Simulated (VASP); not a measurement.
# TaSi2 (Cmmm) in VASP: a series of runs

The runs below take TaSi2 through single point, relaxation of cell and atoms, with PBE.

Program: VASP 6.6.1. These are calculated values, not measurements. Logs are shortened: lines on timing, memory, paths and dates and some standing lists are left out, and cuts for length are marked.

## 1. The cell of the first run

The structure is orthorhombic, space group Cmmm (No. 65). The conventional cell has a = 4.782 Å, b = 7.072 Å, c = 3.138 Å, α = 90.00°, β = 90.00°, γ = 90.00°. Ta (site symmetry mmm) has 12 Si at 2.95 to 3.04 Å and 2 Ta at 3.14 Å within 3.9 Å. Si (site symmetry m2m) has 5 Si at 2.07 to 3.14 Å and 6 Ta at 2.95 to 3.04 Å within 3.2 Å.

The cell was generated, and may not be a known phase.

## 2. Single point, PBE

INCAR reads:

```
PREC     = Accurate       # precision mode
ENCUT    = 520            # plane-wave cutoff, eV
EDIFF    = 1E-7           # SCF threshold, eV
ISMEAR   = 0              # smearing method
SIGMA    = 0.1            # smearing width, eV
LREAL    = False          # projectors in reciprocal space
LASPH    = True           # aspherical terms in the spheres
NELM     = 100            # most SCF steps
ALGO     = Normal         # electronic algorithm
ISIF     = 2              # what is computed and relaxed
LWAVE    = False          # write WAVECAR
LCHARG   = False          # write CHGCAR
GGA      = PE             # functional
NBANDS   = 16             # bands
```

KPOINTS reads:

```
regular mesh
0
Gamma
  4 4 6
```

POSCAR reads:

```
TaSi2
1.0
    2.3907839700     -3.5362428400      0.0000000000
    2.3907839700      3.5362428400      0.0000000000
    0.0000000000      0.0000000000      3.1381873900
Ta Si
1 2
Direct
    0.5000000000      0.5000000000      0.0000000000
    0.8535967400      0.1464032600      0.5000000000
    0.1464032600      0.8535967400      0.5000000000
```

Potentials or basis: VASP PAW PBE potentials, release 64 (Ta_pv, Si).

On the command line:

```bash
$ cat potpaw_PBE.64/Ta_pv/POTCAR potpaw_PBE.64/Si/POTCAR > POTCAR
$ mpirun -np 1 vasp_std > vasp.out
```

OUTCAR:

```text
PREC = Accurate
   ENCUT = 520
   EDIFF = 1E-7
   ISMEAR = 0
   LREAL = False
   LASPH = True
   NELM = 100
   ISIF = 2
   GGA = PE

 ion  position               nearest neighbor table
   1  0.500  0.500  0.000-   2 2.95   3 2.95   2 2.95   3 2.95   3 3.04   3 3.04   2 3.04   2 3.04
                             3 3.04   3 3.04   2 3.04   2 3.04
   2  0.854  0.146  0.500-   3 2.07   3 2.80   3 2.80   1 2.95   1 2.95   1 3.04   1 3.04   1 3.04
                             1 3.04
   3  0.146  0.854  0.500-   2 2.07   2 2.80   2 2.80   1 2.95   1 2.95   1 3.04   1 3.04   1 3.04
                             1 3.04

  LATTYP: Found a base centered orthorhombic cell.
 ALAT       =     4.7815679400
 B/A-ratio  =     1.4791143342
 C/A-ratio  =     0.6563092754

  Lattice vectors:

 A1 = (   2.3907839700,  -3.5362428400,   0.0000000000)
 A2 = (   2.3907839700,   3.5362428400,   0.0000000000)
 A3 = (   0.0000000000,   0.0000000000,   3.1381873900)

Analysis of symmetry for initial positions (statically):
=====================================================================
 Subroutine PRICEL returns:
 Original cell was already a primitive cell.

 Routine SETGRP: Setting up the symmetry group for a
 base centered orthorhombic supercell.

 Subroutine GETGRP returns: Found  8 space group operations
 (whereof  8 operations were pure point group operations)
 out of a pool of  8 trial point group operations.

The static configuration has the point symmetry D_2h.

Analysis of symmetry for dynamics (positions and initial velocities):
=====================================================================
 Subroutine PRICEL returns:
 Original cell was already a primitive cell.

 Routine SETGRP: Setting up the symmetry group for a
 base centered orthorhombic supercell.

 Subroutine GETGRP returns: Found  8 space group operations
 (whereof  8 operations were pure point group operations)
 out of a pool of  8 trial point group operations.

The dynamic configuration has the point symmetry D_2h.

 Subroutine INISYM returns: Found  8 space group operations
 (whereof  8 operations are pure point group operations),
 and found     1 'primitive' translations

----------------------------------------------------------------------------------------

                                     Primitive cell

  volume of cell :      53.0629

  direct lattice vectors                    reciprocal lattice vectors
     2.390783970 -3.536242840  0.000000000     0.209136420 -0.141393005  0.000000000
     2.390783970  3.536242840  0.000000000     0.209136420  0.141393005  0.000000000
     0.000000000  0.000000000  3.138187390     0.000000000  0.000000000  0.318655286

  length of vectors
     4.268590097  4.268590097  3.138187390     0.252448062  0.252448062  0.318655286

  position of ions in fractional coordinates (direct lattice)
     0.500000000  0.500000000  0.000000000
     0.853596740  0.146403260  0.500000000
     0.146403260  0.853596740  0.500000000

  ion indices of the primitive-cell ions
   primitive index   ion index
                 1           1
                 2           2
                 3           3

----------------------------------------------------------------------------------------

 KPOINTS: regular mesh

Automatic generation of k-mesh.
 Grid dimensions read from file:
 generate k-points for:    4    4    6

 Generating k-lattice:

  Cartesian coordinates                     Fractional coordinates (reciprocal lattice)
     0.052284105 -0.035348251  0.000000000     0.250000000  0.000000000  0.000000000
     0.052284105  0.035348251  0.000000000     0.000000000  0.250000000  0.000000000
     0.000000000  0.000000000  0.053109214     0.000000000  0.000000000  0.166666667

  Length of vectors
     0.063112015  0.063112015  0.053109214

  Shift w.r.t. Gamma in fractional coordinates (k-lattice)
     0.000000000  0.000000000  0.000000000

 Subroutine IBZKPT returns following result:
 ===========================================

 Found     28 irreducible k-points:

 Following reciprocal coordinates:
            Coordinates               Weight
  0.000000  0.000000  0.000000      1.000000
  0.250000 -0.000000  0.000000      4.000000
  0.500000 -0.000000  0.000000      2.000000
  0.250000  0.250000  0.000000      2.000000
  0.500000  0.250000  0.000000      4.000000
 -0.250000  0.250000  0.000000      2.000000
[... 16 lines left out ...]
  0.250000 -0.000000  0.500000      4.000000
  0.500000 -0.000000  0.500000      2.000000
 [... further k-points ...]
   k-points           NKPTS =     28   k-points in BZ     NKDIM =     28   number of bands    NBANDS=     16
   number of dos      NEDOS =    301   number of ions     NIONS =      3
   total plane-waves  NPLWV =  24576
   dimension x,y,z NGX =    32 NGY =   32 NGZ =   24
   dimension x,y,z NGXF=    64 NGYF=   64 NGZF=   48
   ions per type =               1   2
   NGX,Y,Z   is equivalent  to a cutoff of  12.46, 12.46, 12.71 a.u.
   NGXF,Y,Z  is equivalent  to a cutoff of  24.93, 24.93, 25.43 a.u.
 SYSTEM =  unknown system
   PREC   = accura    normal or accurate (medium, high low for compatibility)
   ISTART =      0    job   : 0-new  1-cont  2-samecut
   ICHARG =      2    charge: 1-file 2-atom 10-const
   ISPIN  =      1    spin polarized calculation?
   LNONCOLLINEAR =      F non collinear calculations
   LSORBIT =      F    spin-orbit coupling
   LASPH  =      T    aspherical Exc in radial PAW
   ENCUT  =  520.0 eV  38.22 Ry    6.18 a.u.   7.94  7.94  5.83*2*pi/ulx,y,z
   NELM   =    100;   NELMIN=  2; NELMDL= -5     # of ELM steps
   EDIFF  = 0.1E-06   stopping-criterion for ELM
   LREAL  =      F    real-space projection
   EDIFFG = 0.1E-05   stopping-criterion for IOM
   NSW    =      0    number of steps for IOM
   IBRION =     -1    ionic relax: 0-MD 1-quasi-New 2-CG
   NFREE  =      0    steps in history (QN), initial steepest desc. (CG)
   ISIF   =      2    stress and relaxation
   ISYM   =      2    0-nonsym 1-usesym 2-fastsym
   POTIM  = 0.5000    time-step for ionic-motion
   TEBEG  =    0.0;   TEEND  =   0.0 temperature during run
   PSTRESS=    0.0 pullay stress
   NELECT =      19.0000    total number of electrons
   NUPDOWN=      -1.0000    fix difference up-down
   EMIN   =  10.00;   EMAX   =-10.00  energy-range for DOS
   EFERMI =   0.00;   METHOD = LEGACY
   ISMEAR =     0;   SIGMA  =   0.10  broadening in eV -4-tet -1-fermi 0-gaus
   EFERMI_NEDOS =   21; number of points for ismear=-14 and -15
   IALGO  =     38    algorithm
   IMIX   =      4    mixing-type and parameters
     AMIX     =   0.40;   BMIX     =  1.00
     AMIX_MAG =   1.60;   BMIX_MAG =  1.00
  volume/ion in A,a.u.               =      17.69       119.36
  Fermi-wavevector in a.u.,A,eV,Ry     =   1.162507  2.196820 18.387222  1.351423
  Thomas-Fermi vector in A             =   2.299067
   LORBIT       =      0    0 simple, 1 ext, 2 COOP (PROOUT), +10 PAW based schemes
   GGA     = PE    functional components
   LHFCALC =     F    Hartree Fock is set to
   AEXX    =    0.0000 exact exchange contribution
   IVDW    =     0    specifies the selected vdW correction
   LEPSILON=     F    determine dielectric tensor
   LRPA    =     F    only Hartree local field effects (RPA)
 non-spin polarized calculation
 Gauss-broadening in eV      SIGMA  =   0.10
  energy-cutoff  :      520.00
  volume of cell :       53.06
 maximum number of plane-waves:      1446
   NGX = 15   NGY = 15   NGZ = 11

 number of electron      19.0000001 magnetization

 Free energy of the ion-electron system (eV)
  ---------------------------------------------------
  ext. energy  EPLUGINS =         0.00000000
  ---------------------------------------------------
  free energy    TOTEN  =       -20.96055898 eV

  energy without entropy =      -20.94397997  energy(sigma->0) =      -20.95226948

 E-fermi :   7.5045     XC(G=0): -11.1543

 val. band max:        7.4854015628   @ k =   0.5000   0.5000   0.0000
 cond. band min:       7.5136873216   @ k =   0.5000   0.2500   0.3333
 fundamental gap:      0.0282857588
 Fermi energy:         7.5044712769

 k-point     1 :       0.0000    0.0000    0.0000
  band No.  band energies     occupation
      1     -27.8520      2.00000
      2     -27.8455      2.00000
      3     -27.5950      2.00000
      4      -5.0541      2.00000
      5       2.5041      2.00000
      6       3.1730      2.00000
[... 8 lines left out ...]
     15      11.6425      0.00000
     16      12.3069      0.00000

 k-point     2 :       0.2500   -0.0000    0.0000
  band No.  band energies     occupation
      1     -27.8571      2.00000
      2     -27.8477      2.00000
      3     -27.5946      2.00000
      4      -4.4898      2.00000
      5       0.3094      2.00000
      6       2.9596      2.00000
[... 8 lines left out ...]
     15      11.8270      0.00000
     16      13.1524      0.00000

 k-point     3 :       0.5000   -0.0000    0.0000
  band No.  band energies     occupation
      1     -27.8633      2.00000
      2     -27.8486      2.00000
      3     -27.5942      2.00000
      4      -3.4909      2.00000
      5      -1.4862      2.00000
      6       3.0868      2.00000
[... 8 lines left out ...]
     15      12.6491      0.00000
     16      12.8859      0.00000

 k-point     4 :       0.2500    0.2500    0.0000
  band No.  band energies     occupation
      1     -27.8598      2.00000
      2     -27.8522      2.00000
      3     -27.5942      2.00000
      4      -3.6933      2.00000
      5      -0.3110      2.00000
      6       0.5778      2.00000
[... 8 lines left out ...]
     15      12.4577      0.00000
     16      13.9180      0.00000
[... 324 lines left out ...]
 k-point    22 :       0.0000    0.0000    0.5000
  band No.  band energies     occupation
      1     -27.9159      2.00000
      2     -27.8181      2.00000
      3     -27.8111      2.00000
      4      -2.6143      2.00000
      5       0.5558      2.00000
      6       4.0148      2.00000
[... 8 lines left out ...]
     15      12.8489      0.00000
     16      13.4274      0.00000

 k-point    23 :       0.2500   -0.0000    0.5000
  band No.  band energies     occupation
      1     -27.9148      2.00000
      2     -27.8221      2.00000
      3     -27.8129      2.00000
      4      -2.4173      2.00000
      5       1.2217      2.00000
      6       2.5329      2.00000
[... 8 lines left out ...]
     15      11.0828      0.00000
     16      12.2631      0.00000

 k-point    24 :       0.5000   -0.0000    0.5000
  band No.  band energies     occupation
      1     -27.9136      2.00000
      2     -27.8271      2.00000
      3     -27.8138      2.00000
      4      -2.1554      2.00000
      5       1.4357      2.00000
      6       2.6052      2.00000
[... 8 lines left out ...]
     15      12.0056      0.00000
     16      12.6647      0.00000

 [... further k-points ...]

------------------------ aborting loop because EDIFF is reached ----------------------------------------

  FORCE on cell =-STRESS in cart. coord.  units (eV):
  Direction    XX          YY          ZZ          XY          YZ          ZX
  --------------------------------------------------------------------------------------
  -------------------------------------------------------------------------------------
  Total       -4.5093786     -0.6644034     -6.7012820      0.0000000      0.0000000      0.0000000
  in kB     -136.1557540    -20.0609329   -202.3378787      0.0000000      0.0000000      0.0000000
  external PRESSURE =    -119.5181886 kB  Pullay stress =       0.0000000 kB

 VOLUME and BASIS-vectors are now :
 -----------------------------------------------------------------------------
  energy-cutoff  :      520.00
  volume of cell :       53.06
      direct lattice vectors                 reciprocal lattice vectors
     2.390783970 -3.536242840  0.000000000     0.209136420 -0.141393005  0.000000000
     2.390783970  3.536242840  0.000000000     0.209136420  0.141393005  0.000000000
     0.000000000  0.000000000  3.138187390     0.000000000  0.000000000  0.318655286

 POSITION                                       TOTAL-FORCE (eV/Angst)
 -----------------------------------------------------------------------------------
      2.39078      0.00000      0.00000         0.000000     -0.000000      0.000000
      2.39078     -2.50081      1.56909        -0.000000      4.386771      0.000000
      2.39078      2.50081      1.56909        -0.000000     -4.386771     -0.000000
 -----------------------------------------------------------------------------------
    total drift:                               -0.000000     -0.000000     -0.000000

  FREE ENERGIE OF THE ION-ELECTRON SYSTEM (eV)
  ---------------------------------------------------
  free  energy   TOTEN  =       -20.9605589842 eV

  energy  without entropy=      -20.9439799711  energy(sigma->0) =      -20.95226948
```

It took 28 s on 1 thread of Intel Xeon 8259CL, shared host; peak memory 0.17 GiB.

What came out:

```
Free energy            : -20.9606 eV
Pressure               : -12.0 GPa
Largest force          : 4.387 eV/Å
Band gap on the k mesh : zero (an odd number of electrons rules out a gap without spin polarisation)
```

Forces in eV/Å, atoms in the order of the input:
```
Ta   0.000  0.000  0.000
Si   0.000  4.387  0.000
Si   0.000 -4.387  0.000
```

Stress tensor (GPa, compression positive):
```
-13.62   0.00   0.00
  0.00  -2.01   0.00
  0.00   0.00 -20.23
```

Levels at points of the mesh, in eV from the Fermi level:
```
           k point  band 5  band 6  band 7  band 8  band 9  band 10  band 11  band 12  band 13  band 14
(0.00, 0.00, 0.00)   -5.00   -4.33   -3.76   -2.56   -1.80     1.29     1.46     1.52     1.58     1.90
(0.50, 0.00, 0.00)   -8.99   -4.42   -4.19   -1.56   -0.25     0.03     1.39     2.92     3.33     4.90
(0.50, 0.50, 0.00)   -9.01   -4.94   -4.91   -0.72   -0.02     0.24     1.13     1.95     2.83     4.84
(0.00, 0.00, 0.50)   -6.95   -3.49   -2.90   -2.56   -1.17    -1.10    -0.85    -0.14     0.62     4.14
(0.50, 0.00, 0.50)   -6.07   -4.90   -4.40   -4.11   -0.54    -0.38     0.36     0.93     2.93     3.11
(0.50, 0.50, 0.50)   -7.85   -5.15   -5.10   -3.43   -0.77     0.16     0.95     1.76     2.25     3.48
```

Caveat: the k points lie up to 0.40 Å⁻¹ apart, too coarse for converged energies and pressures of a metal; spin-orbit coupling is left out, which moves the levels of the heavy elements; forces of over 1 eV/Å act on the atoms, so gaps and moduli don't describe the material at rest.

## 3. Relaxation of cell and atoms, PBE

INCAR reads:

```
SYSTEM = TaSi2
  ALGO = Normal
  EDIFF = 1E-7
  EDIFFG = -0.04
  ENCUT = 600
  GGA = PE
  IBRION = 2
  ISIF = 3
  ISMEAR = 0
  LASPH = .True.
  LCHARG = .False.
  LREAL = .False.
  LWAVE = .False.
  NELM = 100
  NSW = 90
  PREC = Accurate
  SIGMA = 0.1
```

KPOINTS reads:

```
k-points
0
Gamma
  4 4 6
  0 0 0
```

POSCAR is that of step 2.

Potentials or basis: VASP PAW PBE potentials, release 64 (Ta_pv, Si).

On the command line:

```bash
$ cat potpaw_PBE.64/Ta_pv/POTCAR potpaw_PBE.64/Si/POTCAR > POTCAR
$ mpirun -np 1 vasp_std > vasp.out
```

It took 7.7 min on 1 thread of Intel Xeon 8259CL, shared host; peak memory 0.21 GiB.

It converged, with:

```yaml
Free_energy: -22.5833 eV
Relaxed_volume: 14.84 Å³/atom
Relaxed_cell: a = 4.437 Å, b = 4.437 Å, c = 2.612 Å, α = 90.00°, β = 90.00°, γ = 120.00°
Space_group_after_relaxing_to_0.1_Å: P6/mmm (No. 191)
Pressure_after_relaxing: -0.2 GPa
Largest_force_after_relaxing: 0.009 eV/Å
Band_gap_on_the_k_mesh: zero (an odd number of electrons rules out a gap without spin polarisation)
```

Forces in eV/Å, atoms in the order of the input:
```
Ta   0.000  0.000  0.000
Si   0.000 -0.009  0.000
Si   0.000  0.009  0.000
```

Final structure:
```
Ta Si
1.0
     2.21835   -3.84213    0.00000
     2.21835    3.84213    0.00000
     0.00000    0.00000    2.61235
Ta Si
1 2
Direct
  0.50000 0.50000 0.00000
  0.83324 0.16676 0.50000
  0.16676 0.83324 0.50000
```

Levels at points of the mesh, in eV from the Fermi level:
| k point | band 7 | band 8 | band 9 | band 10 | band 11 | band 12 | band 13 |
| --- | --- | --- | --- | --- | --- | --- | --- |
| (0.00, 0.00, 0.00) | -5.65 | -3.87 | -1.22 | -1.22 | 3.86 | 3.86 | 4.49 |
| (0.50, 0.00, 0.00) | -5.58 | -2.34 | -1.73 | 2.71 | 2.82 | 2.95 | 3.70 |
| (0.50, 0.50, 0.00) | -5.59 | -2.34 | -1.73 | 2.72 | 2.81 | 2.95 | 3.70 |
| (0.00, 0.00, 0.50) | -4.00 | -1.58 | -1.57 | -1.36 | -1.21 | -1.21 | 0.29 |
| (0.50, 0.00, 0.50) | -5.36 | -5.24 | -0.04 | 0.59 | 0.90 | 1.42 | 1.93 |
| (0.50, 0.50, 0.50) | -5.36 | -5.24 | -0.05 | 0.59 | 0.90 | 1.42 | 1.93 |

Caveat: the k points lie up to 0.41 Å⁻¹ apart in the final cell, too coarse for converged energies and pressures of a metal; the volume moved by over 15 % at a fixed basis, so the end points are rough; spin-orbit coupling is left out, which moves the levels of the heavy elements.

The gap in the log of VASP goes by the Fermi energy; the results here count the filled bands.